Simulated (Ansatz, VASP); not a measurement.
Two plane-wave programs on Sr2NbH4

The input INCAR:

```
SYSTEM = Sr2NbH4
PREC     = Accurate       ! precision mode
ENCUT    = 600            ! plane-wave cutoff, eV
EDIFF    = 1E-6           ! SCF threshold, eV
ISMEAR   = 0              ! smearing method
SIGMA    = 0.1            ! smearing width, eV
LREAL    = .False.        ! projectors in reciprocal space
LASPH    = .True.         ! aspherical terms in the spheres
NELM     = 100            ! most SCF steps
ALGO     = Normal         ! electronic algorithm
ISIF     = 3              ! what is computed and relaxed
LWAVE    = .False.        ! write WAVECAR
LCHARG   = .False.        ! write CHGCAR
GGA      = PE             ! functional
IBRION   = 2              ! ionic algorithm
NSW      = 90             ! ionic steps
EDIFFG   = -0.04          ! ionic threshold
```

File KPOINTS:

```
regular mesh
0
Gamma
  4 4 4
  0 0 0
```

POSCAR

```
Sr2NbH4
1.0
   -3.1606499117      3.1606499117      2.5823903629
    3.1606499117     -3.1606499117      2.5823903629
    3.1606499117      3.1606499117     -2.5823903629
Sr Nb H
2 1 4
Direct
    0.7500000000      0.2500000000      0.5000000000
    0.2500000000      0.7500000000      0.5000000000
    0.0000000000      0.0000000000      0.0000000000
    0.3030000000      0.3030000000      0.6060000000
    0.3030000000      0.6970000000      0.0000000000
    0.6970000000      0.6970000000      0.3940000000
    0.6970000000      0.3030000000      0.0000000000
```

Input for Ansatz:

```yaml
crystal:
  lattice:
    - [-3.1606499117, 3.1606499117, 2.5823903629]
    - [3.1606499117, -3.1606499117, 2.5823903629]
    - [3.1606499117, 3.1606499117, -2.5823903629]
  atoms:
    - { symbol: Sr, position: [0.75, 0.25, 0.5] }
    - { symbol: Sr, position: [0.25, 0.75, 0.5] }
    - { symbol: Nb, position: [0.0, 0.0, 0.0] }
    - { symbol: H, position: [0.303, 0.303, 0.606] }
    - { symbol: H, position: [0.303, 0.697, 0.0] }
    - { symbol: H, position: [0.697, 0.697, 0.394] }
    - { symbol: H, position: [0.697, 0.303, 0.0] }
basis:
  ecutwfc: 420
kpoints:
  mp_grid: { grid: [4, 4, 4] }
hamiltonian:
  xc: pbe
scf:
  occupations: { method: gaussian, width: 0.1 }
  lower_state_search: "off"
output:
  forces: true
  stress: true
  eigenvalues: true
relax:
  adjacent_minimum: "off"
  f_tol: 0.04
  max_steps: 70
  cell: { stress_tol: 0.4 }
```

Alike in both runs: task relaxation of cell and atoms; functional PBE; k mesh 4 × 4 × 4; occupations gaussian, width 0.1 eV; no spin polarisation.

|  | VASP | Ansatz |
| --- | --- | --- |
| version | VASP 6.6.1 | Ansatz 0.2.0 |
| potentials or method | VASP PAW PBE potentials, release 64 (Sr_sv, Nb_sv, H), cutoff 600 eV | scalar-relativistic, plane waves, PAW |
| valence electrons in the cell | 37 | 37 |

|  | VASP | Ansatz | Ansatz less VASP |
| --- | --- | --- | --- |
| gap on the k mesh at the Fermi level, each at its own relaxed structure (eV) | none | none | - |
| relaxed volume (Å³/atom) | 17.71 | 17.80 | +0.089 |
| relaxed cell length with the largest relative difference (Å) | 5.522 | 5.540 | +0.0180 |

A gap of «none» marks a metal or a gap that the smearing closes.

The k mesh is coarse, so the values compare programs but aren't converged. Noted on VASP's run: the volume moved by over 15 % at a fixed basis, so the end points are rough.
